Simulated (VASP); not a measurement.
# Si (I4_1/amd) in VASP: a series of runs, part 2 of 2

VASP 6.6.1.

## 3. Single point, r2SCAN

This run uses another cell than the first one, of 20.70 Å³/atom.

POSCAR reads:

```
Si
1.0
   -2.6671166687      2.6671166687      1.4549613763
    2.6671166687     -2.6671166687      1.4549613763
    2.6671166687      2.6671166687     -1.4549613763
Si
2
Direct
    0.0000000000      0.0000000000      0.0000000000
    0.7500000000      0.2500000000      0.5000000000
```

INCAR.step1 reads:

```
SYSTEM = Si
  PREC = Accurate
  ENCUT = 520
  ISMEAR = 0
  SIGMA = 0.1
  LREAL = .False.
  LASPH = .True.
  NELM = 100
  NBANDS = 11
  GGA = PE
  ALGO = Normal
  EDIFF = 1E-4
  LWAVE = .True.
  LCHARG = .False.
```

INCAR.step2 reads:

```
SYSTEM = Si
  PREC = Accurate
  ENCUT = 520
  EDIFF = 1E-6
  ISMEAR = 0
  SIGMA = 0.1
  LREAL = .False.
  LASPH = .True.
  NELM = 100
  ALGO = Normal
  ISIF = 2
  LWAVE = .False.
  LCHARG = .False.
  METAGGA = R2SCAN
  LMIXTAU = .True.
  NBANDS = 11
  ISTART = 1
```

KPOINTS reads:

```
Automatic mesh
0
Gamma
  8 8 8
  0 0 0
```

Potentials or basis: VASP PAW PBE potentials, release 64 (Si).

On the command line:

```
cat potpaw_PBE.64/Si/POTCAR > POTCAR
cp INCAR.step1 INCAR
mpirun -np 1 vasp_std > vasp.out
cp INCAR.step2 INCAR
mpirun -np 1 vasp_std > vasp.out
```

OUTCAR:

```text
SYSTEM = Si
   PREC = Accurate
   ENCUT = 520
   EDIFF = 1E-6
   ISMEAR = 0
   LREAL = .False.
   LASPH = .True.
   NELM = 100
   ISIF = 2
   METAGGA = R2SCAN
   ISTART = 1

 ion  position               nearest neighbor table
   1  0.000  0.000  0.000-   2 2.76   2 2.76   2 2.76   2 2.76
   2  0.750  0.250  0.500-   1 2.76   1 2.76   1 2.76   1 2.76

  LATTYP: Found a body centered tetragonal cell.
 ALAT       =     5.3342333374
 C/A-ratio  =     0.5455184595

  Lattice vectors:

 A1 = (  -2.6671166687,   2.6671166687,   1.4549613763)
 A2 = (   2.6671166687,  -2.6671166687,   1.4549613763)
 A3 = (   2.6671166687,   2.6671166687,  -1.4549613763)

Analysis of symmetry for initial positions (statically):
=====================================================================
 Subroutine PRICEL returns:
 Original cell was already a primitive cell.

 Routine SETGRP: Setting up the symmetry group for a
 body centered tetragonal supercell.

 Subroutine GETGRP returns: Found 16 space group operations
 (whereof  8 operations were pure point group operations)
 out of a pool of 16 trial point group operations.

The static configuration has the point symmetry D_2d.
 The point group associated with its full space group is D_4h.

Analysis of symmetry for dynamics (positions and initial velocities):
=====================================================================
 Subroutine PRICEL returns:
 Original cell was already a primitive cell.

 Routine SETGRP: Setting up the symmetry group for a
 body centered tetragonal supercell.

 Subroutine GETGRP returns: Found 16 space group operations
 (whereof  8 operations were pure point group operations)
 out of a pool of 16 trial point group operations.

The dynamic configuration has the point symmetry D_2d.
 The point group associated with its full space group is D_4h.

 Subroutine INISYM returns: Found 16 space group operations
 (whereof  8 operations are pure point group operations),
 and found     1 'primitive' translations

----------------------------------------------------------------------------------------
[... 117 lines left out ...]
   LORBIT       =      0    0 simple, 1 ext, 2 COOP (PROOUT), +10 PAW based schemes
   METAGGA = R2SCAN    functional components
   LHFCALC =     F    Hartree Fock is set to
   AEXX    =    0.0000 exact exchange contribution
   IVDW    =     0    specifies the selected vdW correction
   LEPSILON=     F    determine dielectric tensor
   LRPA    =     F    only Hartree local field effects (RPA)
 non-spin polarized calculation
 Gauss-broadening in eV      SIGMA  =   0.10
  energy-cutoff  :      520.00
  volume of cell :       41.40
 maximum number of plane-waves:      1136
   NGX = 15   NGY = 15   NGZ = 15

 number of electron       8.0000000 magnetization

 Free energy of the ion-electron system (eV)
  ---------------------------------------------------
  ext. energy  EPLUGINS =         0.00000000
  ---------------------------------------------------
  free energy    TOTEN  =       -15.89297029 eV

  energy without entropy =      -15.88730263  energy(sigma->0) =      -15.89013646

 E-fermi :   5.6630     XC(G=0): -10.1947

 val. band max:        5.6504887865   @ k =   0.5000   0.1250  -0.0000
 cond. band min:       5.7601067300   @ k =  -0.3750   0.1250   0.0000
 fundamental gap:      0.1096179436
 Fermi energy:         5.6629759044

 k-point     1 :       0.0000    0.0000    0.0000
  band No.  band energies     occupation
      1      -6.2778      2.00000
      2       2.4142      2.00000
      3       3.6298      2.00000
      4       3.6298      2.00000
      5       8.7185      0.00000
      6      12.4249      0.00000
      7      12.6319      0.00000
      8      12.6319      0.00000
      9      13.0508      0.00000
     10      15.1485      0.00000
     11      15.6548      0.00000
[... 309 lines left out ...]
 k-point    24 :       0.3750    0.1250    0.1250
  band No.  band energies     occupation
      1      -1.1279      2.00000
      2       0.1943      2.00000
      3       2.0180      2.00000
      4       3.0036      2.00000
      5       6.6755      0.00000
      6       9.3602      0.00000
      7       9.3961      0.00000
      8      10.2483      0.00000
      9      13.0405      0.00000
     10      14.5922      0.00000
     11      15.0191      0.00000

 [... further k-points ...]
[... 5 lines left out ...]
  --------------------------------------------------------------------------------------
  -------------------------------------------------------------------------------------
  Total       -4.7490402     -4.7490402     -3.3933215      0.0000000     -0.0000000      0.0000000
  in kB     -183.7896063   -183.7896063   -131.3227927      0.0000000     -0.0000000      0.0000000
  external PRESSURE =    -166.3006685 kB  Pullay stress =       0.0000000 kB

 VOLUME and BASIS-vectors are now :
 -----------------------------------------------------------------------------
  energy-cutoff  :      520.00
  volume of cell :       41.40
      direct lattice vectors                 reciprocal lattice vectors
    -2.667116669  2.667116669  1.454961376     0.000000000  0.187468365  0.343651734
     2.667116669 -2.667116669  1.454961376     0.187468365  0.000000000  0.343651734
     2.667116669  2.667116669 -1.454961376     0.187468365  0.187468365  0.000000000

 POSITION                                       TOTAL-FORCE (eV/Angst)
 -----------------------------------------------------------------------------------
      0.00000      0.00000      0.00000        -0.000000      0.000000     -0.000000
      0.00000      2.66712      0.72748         0.000000     -0.000000      0.000000
 -----------------------------------------------------------------------------------
    total drift:                                0.000000     -0.000000      0.000000

  FREE ENERGIE OF THE ION-ELECTRON SYSTEM (eV)
  ---------------------------------------------------
  free  energy   TOTEN  =       -15.8929702894 eV

  energy  without entropy=      -15.8873026261  energy(sigma->0) =      -15.89013646
```

Run time: 48 s. Hardware: 1 thread of AMD EPYC 9R45 (Zen 5), shared host; peak memory 0.14 GiB.

Results:

| Item | Value |
| --- | --- |
| Free energy | -15.8930 eV |
| Pressure | -16.6 GPa |
| Band gap on the k mesh | zero (bands 4 and 5 overlap by 3.96 eV) |

Stress tensor (GPa, compression positive):
```
-18.38   0.00   0.00
  0.00 -18.38   0.00
  0.00   0.00 -13.13
```

Levels at points of the mesh, in eV from the Fermi level:
```
           k point  band 1  band 2  band 3  band 4  band 5  band 6  band 7  band 8
(0.00, 0.00, 0.00)  -11.94   -3.25   -2.03   -2.03    3.06    6.76    6.97    6.97
(0.50, 0.00, 0.00)   -7.09   -5.58   -2.08   -1.75   -1.23    2.26    3.45    4.79
(0.50, 0.50, 0.00)   -9.38   -9.38    0.40    0.40    2.06    2.06    6.99    6.99
(0.50, 0.50, 0.50)   -7.87   -7.87   -5.18   -5.18    5.42    5.42    9.77    9.77
```

Caveat: the stress differs along the axes, from -18 to -13 GPa; the PAW data sets were made with another functional, which shifts forces and pressure a little.

## 4. Relaxation of cell and atoms, r2SCAN

This run uses another cell than the first one, of 20.70 Å³/atom.

POSCAR is that of step 3.

INCAR.step1 reads:

```
PREC     = Accurate       # precision mode
ENCUT    = 600            # plane-wave cutoff, eV
ISMEAR   = 0              # smearing method
SIGMA    = 0.1            # smearing width, eV
LREAL    = False          # projectors in reciprocal space
LASPH    = True           # aspherical terms in the spheres
NELM     = 80             # most SCF steps
GGA      = PE             # functional
ALGO     = Normal         # electronic algorithm
EDIFF    = 1E-4           # SCF threshold, eV
LWAVE    = True           # write WAVECAR
LCHARG   = False          # write CHGCAR
```

INCAR.step2 reads:

```
PREC     = Accurate       # precision mode
ENCUT    = 600            # plane-wave cutoff, eV
EDIFF    = 1E-7           # SCF threshold, eV
ISMEAR   = 0              # smearing method
SIGMA    = 0.1            # smearing width, eV
LREAL    = False          # projectors in reciprocal space
LASPH    = True           # aspherical terms in the spheres
NELM     = 80             # most SCF steps
ALGO     = Normal         # electronic algorithm
ISIF     = 3              # what is computed and relaxed
LWAVE    = False          # write WAVECAR
LCHARG   = False          # write CHGCAR
METAGGA  = R2SCAN         # meta-GGA
LMIXTAU  = True         
IBRION   = 2              # ionic algorithm
NSW      = 90             # ionic steps
EDIFFG   = -0.04          # ionic threshold
ISTART   = 1
```

KPOINTS reads:

```
Automatic mesh
0
Gamma
  6 6 6
```

On the command line:

```
cat potpaw_PBE.64/Si/POTCAR > POTCAR
cp INCAR.step1 INCAR
mpirun -np 1 vasp_std > vasp.out
cp INCAR.step2 INCAR
mpirun -np 1 vasp_std > vasp.out
```

Run time: 3.1 min. Hardware: 1 thread of AMD EPYC 9R45 (Zen 5), shared host; peak memory 0.16 GiB.

The run converged. Its results:

```yaml
Free_energy: -16.7171 eV
Relaxed_volume: 15.12 Å³/atom
Relaxed_cell: a = 3.681 Å, b = 3.681 Å, c = 3.681 Å, α = 96.79°, β = 96.79°, γ = 139.76°
Space_group_after_relaxing_to_0.1_Å: I4_1/amd (No. 141)
Energy_gained_by_relaxing: 408.2 meV/atom
Ionic_steps: 9
Pressure_after_relaxing: 0.0 GPa
Band_gap_on_the_k_mesh: zero (bands 4 and 5 overlap by 5.62 eV)
```

The path:
```tsv
step	energy change (eV)	largest force (eV/Å)	pressure (GPa)	volume (Å³)
1	0.0000	0.0000	-16.66	41.40
2	-0.7650	0.0000	2.45	29.80
3	-0.7692	0.0000	0.22	30.38
4	-0.8061	0.0000	2.49	29.66
5	-0.8145	0.0000	1.57	29.85
6	-0.8146	0.0000	1.46	29.88
7	-0.8146	0.0000	1.51	29.87
8	-0.8159	0.0000	-0.73	30.44
9	-0.8164	0.0000	0.00	30.25
```

Final structure:
```
Si
1.0
    -2.44387    2.44387    1.26607
     2.44387   -2.44387    1.26607
     2.44387    2.44387   -1.26607
Si
2
Direct
  0.00000 0.00000 0.00000
  0.75000 0.25000 0.50000
```

Levels at points of the mesh, in eV from the Fermi level:
```csv
k point,band 1,band 2,band 3,band 4,band 5,band 6,band 7,band 8
"(0.00, 0.00, 0.00)",-14.79,-3.32,-3.32,-3.17,1.46,7.80,8.60,8.60
"(0.50, 0.00, 0.00)",-7.61,-7.15,-2.75,-1.65,-1.65,1.21,4.56,5.58
"(0.50, 0.50, 0.00)",-11.66,-11.66,-0.38,-0.38,1.88,1.88,10.37,10.37
"(0.50, 0.50, 0.50)",-9.40,-9.40,-7.48,-7.48,7.52,7.52,12.69,12.69
```

Caveat: the k points lie up to 0.47 Å⁻¹ apart in the final cell, too coarse for converged energies and pressures of a metal; the volume moved by over 15 % at a fixed basis, so the end points are rough; the PAW data sets were made with another functional, which shifts forces and pressure a little.

## 5. Overview

| task | cell | k mesh | cutoff (eV) | gap on the mesh (eV) | pressure (GPa) |
| --- | --- | --- | --- | --- | --- |
| single point | a = 3.678 Å, angles 96.8, 96.8, 139.8°, 2 atoms | 6 × 6 × 6 | 520 | none | 0.3 |
| single point | a = 4.043 Å, angles 97.4, 97.4, 137.8°, 2 atoms | 8 × 8 × 8 | 520 | none | -16.6 |
| relaxation of cell and atoms | relaxed from a = 4.043 Å, angles 97.4, 97.4, 137.8°, 2 atoms | 6 × 6 × 6 | 600 | none | 0.0 |

Alike in all rows: level r2SCAN; potentials or basis VASP PAW PBE potentials, release 64 (Si); no spin polarisation; smearing gaussian 0.1 eV.

Caveats: some runs use coarse meshes; the PAW data sets were made with another functional, which shifts forces and pressure a little; the stress differs along the axes, from -18 to -13 GPa (at least some runs); the volume moved by over 15 % at a fixed basis, so the end points are rough (at least some runs).

Total energies depend on the potentials used, so only differences within one code and one set of settings carry meaning.

The gap in the log of VASP goes by the Fermi energy; the results here count the filled bands.